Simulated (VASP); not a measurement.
# La (Im-3m) in VASP: further runs

Runs on La. Level: PBEsol. Tasks: relaxation of cell and atoms.

Everything below comes from runs of VASP 6.6.1. Logs are shortened: lines on timing, memory, paths and dates and some standing lists are left out, and cuts for length are marked.

**1. The cell of the first run**

It takes space group Im-3m (No. 229, cubic). Conventional cell: a = 4.248 Å, b = 4.248 Å, c = 4.248 Å, α = 90.00°, β = 90.00°, γ = 90.00°. Within 4.8 Å of La (site symmetry m-3m) lie 14 La at 3.68 to 4.25 Å.

This isn't the form of La at room conditions, which is double hcp.

**2. Relaxation of cell and atoms, PBEsol**

Input file INCAR:

```
ALGO = Normal
EDIFF = 1E-6
EDIFFG = -0.01
ENCUT = 600
GGA = PS
IBRION = 2
ISIF = 3
ISMEAR = -1
LASPH = T
LCHARG = F
LREAL = F
LWAVE = F
NELM = 60
NSW = 60
PREC = Accurate
SIGMA = 0.05
```

Input file KPOINTS:

```
k-points
0
Gamma
  9 9 9
```

Input file POSCAR:

```
La
1.0
   -2.1238310710      2.1238310710      2.1238310710
    2.1238310710     -2.1238310710      2.1238310710
    2.1238310710      2.1238310710     -2.1238310710
La
1
Direct
    0.0000000000      0.0000000000      0.0000000000
```

Potentials or basis: VASP PAW PBE potentials, release 64 (La).

Run with:

```sh
$ cat potpaw_PBE.64/La/POTCAR > POTCAR
$ mpirun -np 1 vasp_std > vasp.out
```

OUTCAR:

```text
EDIFF = 1E-6
   EDIFFG = -0.01
   ENCUT = 600
   GGA = PS
   IBRION = 2
   ISIF = 3
   ISMEAR = -1
   LASPH = T
   LREAL = F
   NELM = 60
   NSW = 60
   PREC = Accurate

 ion  position               nearest neighbor table
   1  0.000  0.000  0.000-

  LATTYP: Found a body centered cubic cell.
 ALAT       =     4.2476621420

  Lattice vectors:

 A1 = (  -2.1238310710,   2.1238310710,   2.1238310710)
 A2 = (   2.1238310710,  -2.1238310710,   2.1238310710)
 A3 = (   2.1238310710,   2.1238310710,  -2.1238310710)

Analysis of symmetry for initial positions (statically):
=====================================================================
 Subroutine PRICEL returns:
 Original cell was already a primitive cell.

 Routine SETGRP: Setting up the symmetry group for a
 body centered cubic supercell.

 Subroutine GETGRP returns: Found 48 space group operations
 (whereof 48 operations were pure point group operations)
 out of a pool of 48 trial point group operations.

The static configuration has the point symmetry O_h .

Analysis of symmetry for dynamics (positions and initial velocities):
=====================================================================
 Subroutine PRICEL returns:
 Original cell was already a primitive cell.

 Routine SETGRP: Setting up the symmetry group for a
 body centered cubic supercell.

 Subroutine GETGRP returns: Found 48 space group operations
 (whereof 48 operations were pure point group operations)
 out of a pool of 48 trial point group operations.

The dynamic configuration has the point symmetry O_h .

 Subroutine INISYM returns: Found 48 space group operations
 (whereof 48 operations are pure point group operations),
 and found     1 'primitive' translations

----------------------------------------------------------------------------------------

                                     Primitive cell

  volume of cell :      38.3195

  direct lattice vectors                    reciprocal lattice vectors
    -2.123831071  2.123831071  2.123831071     0.000000000  0.235423620  0.235423620
     2.123831071 -2.123831071  2.123831071     0.235423620  0.000000000  0.235423620
     2.123831071  2.123831071 -2.123831071     0.235423620  0.235423620  0.000000000

  length of vectors
     3.678583322  3.678583322  3.678583322     0.332939277  0.332939277  0.332939277

  position of ions in fractional coordinates (direct lattice)
     0.000000000  0.000000000  0.000000000

  ion indices of the primitive-cell ions
   primitive index   ion index
                 1           1

----------------------------------------------------------------------------------------

 KPOINTS: k-points

Automatic generation of k-mesh.
 Grid dimensions read from file:
 generate k-points for:    9    9    9

 Generating k-lattice:

  Cartesian coordinates                     Fractional coordinates (reciprocal lattice)
     0.000000000  0.026158180  0.026158180     0.111111111  0.000000000  0.000000000
     0.026158180  0.000000000  0.026158180     0.000000000  0.111111111  0.000000000
     0.026158180  0.026158180  0.000000000     0.000000000  0.000000000  0.111111111

  Length of vectors
     0.036993253  0.036993253  0.036993253

  Shift w.r.t. Gamma in fractional coordinates (k-lattice)
     0.000000000  0.000000000  0.000000000

 Subroutine IBZKPT returns following result:
 ===========================================

 Found     35 irreducible k-points:

 Following reciprocal coordinates:
            Coordinates               Weight
  0.000000  0.000000  0.000000      1.000000
  0.111111  0.000000  0.000000     12.000000
  0.222222  0.000000  0.000000     12.000000
  0.333333  0.000000  0.000000     12.000000
  0.444444  0.000000  0.000000     12.000000
  0.111111  0.111111  0.000000     24.000000
[... 16 lines left out ...]
 -0.333333  0.444444  0.111111     48.000000
 -0.444444 -0.444444  0.111111     24.000000
 [... further k-points ...]
   k-points           NKPTS =     35   k-points in BZ     NKDIM =     35   number of bands    NBANDS=      9
   number of dos      NEDOS =    301   number of ions     NIONS =      1
   total plane-waves  NPLWV =  27000
   dimension x,y,z NGX =    30 NGY =   30 NGZ =   30
   dimension x,y,z NGXF=    60 NGYF=   60 NGZF=   60
   ions per type =               1
   NGX,Y,Z   is equivalent  to a cutoff of  13.56, 13.56, 13.56 a.u.
   NGXF,Y,Z  is equivalent  to a cutoff of  27.12, 27.12, 27.12 a.u.
 SYSTEM =  unknown system
   PREC   = accura    normal or accurate (medium, high low for compatibility)
   ISTART =      0    job   : 0-new  1-cont  2-samecut
   ICHARG =      2    charge: 1-file 2-atom 10-const
   ISPIN  =      1    spin polarized calculation?
   LNONCOLLINEAR =      F non collinear calculations
   LSORBIT =      F    spin-orbit coupling
   LASPH  =      T    aspherical Exc in radial PAW
   ENCUT  =  600.0 eV  44.10 Ry    6.64 a.u.   7.35  7.35  7.35*2*pi/ulx,y,z
   NELM   =     60;   NELMIN=  2; NELMDL= -5     # of ELM steps
   EDIFF  = 0.1E-05   stopping-criterion for ELM
   LREAL  =      F    real-space projection
   EDIFFG = -.1E-01   stopping-criterion for IOM
   NSW    =     60    number of steps for IOM
   IBRION =      2    ionic relax: 0-MD 1-quasi-New 2-CG
   NFREE  =      1    steps in history (QN), initial steepest desc. (CG)
   ISIF   =      3    stress and relaxation
   ISYM   =      2    0-nonsym 1-usesym 2-fastsym
   POTIM  = 0.5000    time-step for ionic-motion
   TEBEG  =    0.0;   TEEND  =   0.0 temperature during run
   PSTRESS=    0.0 pullay stress
   NELECT =      11.0000    total number of electrons
   NUPDOWN=      -1.0000    fix difference up-down
   EMIN   =  10.00;   EMAX   =-10.00  energy-range for DOS
   EFERMI =   0.00;   METHOD = LEGACY
   ISMEAR =    -1;   SIGMA  =   0.05  broadening in eV -4-tet -1-fermi 0-gaus
   EFERMI_NEDOS =   21; number of points for ismear=-14 and -15
   IALGO  =     38    algorithm
   IMIX   =      4    mixing-type and parameters
     AMIX     =   0.40;   BMIX     =  1.00
     AMIX_MAG =   1.60;   BMIX_MAG =  1.00
  volume/ion in A,a.u.               =      38.32       258.59
  Fermi-wavevector in a.u.,A,eV,Ry     =   1.079939  2.040788 15.868033  1.166268
  Thomas-Fermi vector in A             =   2.215917
   LORBIT       =      0    0 simple, 1 ext, 2 COOP (PROOUT), +10 PAW based schemes
   GGA     = PS    functional components
   LHFCALC =     F    Hartree Fock is set to
   AEXX    =    0.0000 exact exchange contribution
   IVDW    =     0    specifies the selected vdW correction
   LEPSILON=     F    determine dielectric tensor
   LRPA    =     F    only Hartree local field effects (RPA)
 conjugate gradient relaxation of ions
 non-spin polarized calculation
  energy-cutoff  :      600.00
  volume of cell :       38.32
 maximum number of plane-waves:      1298
 NGX is ok and might be reduce to    30
   NGX = 15   NGY = 15   NGZ = 15

--------------------------------------- Ionic step        1  -------------------------------------------

 number of electron      11.0000001 magnetization

 Free energy of the ion-electron system (eV)
  ---------------------------------------------------
  ext. energy  EPLUGINS =         0.00000000
  ---------------------------------------------------
  free energy    TOTEN  =        -5.19322148 eV

  energy without entropy =       -5.16608373  energy(sigma->0) =       -5.17965260

------------------------ aborting loop because EDIFF is reached ----------------------------------------

  FORCE on cell =-STRESS in cart. coord.  units (eV):
  Direction    XX          YY          ZZ          XY          YZ          ZX
  --------------------------------------------------------------------------------------
  -------------------------------------------------------------------------------------
  Total       -0.6097585     -0.6097585     -0.6097585      0.0000000      0.0000000     -0.0000000
  in kB      -25.4946215    -25.4946215    -25.4946215      0.0000000      0.0000000     -0.0000000
  external PRESSURE =     -25.4946215 kB  Pullay stress =       0.0000000 kB

 VOLUME and BASIS-vectors are now :
 -----------------------------------------------------------------------------
  energy-cutoff  :      600.00
  volume of cell :       38.32
      direct lattice vectors                 reciprocal lattice vectors
    -2.123831071  2.123831071  2.123831071     0.000000000  0.235423620  0.235423620
     2.123831071 -2.123831071  2.123831071     0.235423620  0.000000000  0.235423620
     2.123831071  2.123831071 -2.123831071     0.235423620  0.235423620  0.000000000
[... 36 lines left out ...]
 POSITION                                       TOTAL-FORCE (eV/Angst)
 -----------------------------------------------------------------------------------
      2.06136     -2.06136      2.06136         0.000000     -0.000000      0.000000
 -----------------------------------------------------------------------------------
    total drift:                                0.000000     -0.000000      0.000000

  FREE ENERGIE OF THE ION-ELECTRON SYSTEM (eV)
  ---------------------------------------------------
  free  energy   TOTEN  =        -5.2249432924 eV

  energy  without entropy=       -5.2011744682  energy(sigma->0) =       -5.21305888

--------------------------------------- Ionic step        3  -------------------------------------------

 number of electron      11.0000001 magnetization

 Free energy of the ion-electron system (eV)
  ---------------------------------------------------
  ext. energy  EPLUGINS =         0.00000000
  ---------------------------------------------------
  free energy    TOTEN  =        -5.22560312 eV

  energy without entropy =       -5.20237956  energy(sigma->0) =       -5.21399134

 E-fermi :   8.3978     XC(G=0):  -9.9840

 val. band max:        8.3609412667   @ k =   0.2222   0.2222   0.0000
 cond. band min:       8.4278616236   @ k =   0.3333   0.0000   0.0000
 fundamental gap:      0.0669203569
 Fermi energy:         8.3978348892

 k-point     1 :       0.0000    0.0000    0.0000
  band No.  band energies     occupation
      1     -24.3434      2.00000
      2      -7.1029      2.00000
      3      -7.1029      2.00000
      4      -7.1029      2.00000
      5       5.2464      2.00000
      6       9.9691      0.00000
      7       9.9691      0.00000
      8       9.9691      0.00000
      9      10.0615      0.00000

 k-point     2 :       0.1111    0.0000    0.0000
  band No.  band energies     occupation
      1     -24.3119      2.00000
      2      -7.3330      2.00000
      3      -7.1693      2.00000
      4      -7.1062      2.00000
      5       5.6664      2.00000
      6       9.4701      0.00000
      7       9.4760      0.00000
      8      10.0434      0.00000
      9      10.1306      0.00000
[... 253 lines left out ...]
 k-point    24 :      -0.4444   -0.4444    0.1111
  band No.  band energies     occupation
      1     -24.0183      2.00000
      2      -8.6381      2.00000
      3      -7.9127      2.00000
      4      -7.3816      2.00000
      5       7.2571      2.00000
      6       8.6239      0.02152
      7       9.0996      0.00000
      8       9.8677      0.00000
      9      10.4374      0.00000

 [... further k-points ...]

------------------------ aborting loop because EDIFF is reached ----------------------------------------

  FORCE on cell =-STRESS in cart. coord.  units (eV):
  Direction    XX          YY          ZZ          XY          YZ          ZX
  --------------------------------------------------------------------------------------
  -------------------------------------------------------------------------------------
  Total       -0.0037708     -0.0037708     -0.0037708      0.0000000      0.0000000      0.0000000
  in kB       -0.1748716     -0.1748716     -0.1748716      0.0000000      0.0000000      0.0000000
  external PRESSURE =      -0.1748716 kB  Pullay stress =       0.0000000 kB

 VOLUME and BASIS-vectors are now :
 -----------------------------------------------------------------------------
  energy-cutoff  :      600.00
  volume of cell :       34.55
      direct lattice vectors                 reciprocal lattice vectors
    -2.051742944  2.051742944  2.051742944     0.000000000  0.243695245  0.243695245
     2.051742944 -2.051742944  2.051742944     0.243695245  0.000000000  0.243695245
     2.051742944  2.051742944 -2.051742944     0.243695245  0.243695245  0.000000000

 POSITION                                       TOTAL-FORCE (eV/Angst)
 -----------------------------------------------------------------------------------
      0.00000      0.00000      0.00000         0.000000     -0.000000      0.000000
 -----------------------------------------------------------------------------------
    total drift:                                0.000000     -0.000000      0.000000

  FREE ENERGIE OF THE ION-ELECTRON SYSTEM (eV)
  ---------------------------------------------------
  free  energy   TOTEN  =        -5.2256031202 eV

  energy  without entropy=       -5.2023795611  energy(sigma->0) =       -5.21399134

 reached required accuracy - stopping structural energy minimisation
```

It took 89 s on 1 thread of Intel Xeon 8259CL, shared host; peak memory 0.19 GiB.

What came out:

```
Free energy                           : -5.2256 eV
Relaxed volume                        : 34.55 Å³/atom
Relaxed cell                          : a = 3.554 Å, b = 3.554 Å, c = 3.554 Å, α = 109.47°, β = 109.47°, γ = 109.47°
Space group after relaxing (to 0.1 Å) : Im-3m (No. 229)
Energy gained by relaxing             : 32.4 meV/atom
Ionic steps                           : 3
Pressure after relaxing               : 0.0 GPa
Band gap on the k mesh                : zero (an odd number of electrons rules out a gap without spin polarisation)
```

Step by step:
```tsv
step	energy change (eV)	largest force (eV/Å)	pressure (GPa)	volume (Å³)
1	0.0000	0.0000	-2.55	38.32
2	-0.0317	0.0000	-0.41	35.04
3	-0.0324	0.0000	-0.02	34.55
```

Final structure:
```cif
data_structure
_symmetry_space_group_name_H-M 'P 1'
_symmetry_Int_Tables_number 1
_cell_length_a 3.5537
_cell_length_b 3.5537
_cell_length_c 3.5537
_cell_angle_alpha 109.471
_cell_angle_beta 109.471
_cell_angle_gamma 109.471
_cell_volume 34.55
loop_
_atom_site_label
_atom_site_type_symbol
_atom_site_fract_x
_atom_site_fract_y
_atom_site_fract_z
_atom_site_occupancy
La1 La 0.00000 0.00000 0.00000 1
```

Caveat: the PAW data sets were made with another functional, which shifts forces and pressure a little; spin-orbit coupling is left out, which moves the levels of the heavy elements.

(Continued in part 2 of 2.)
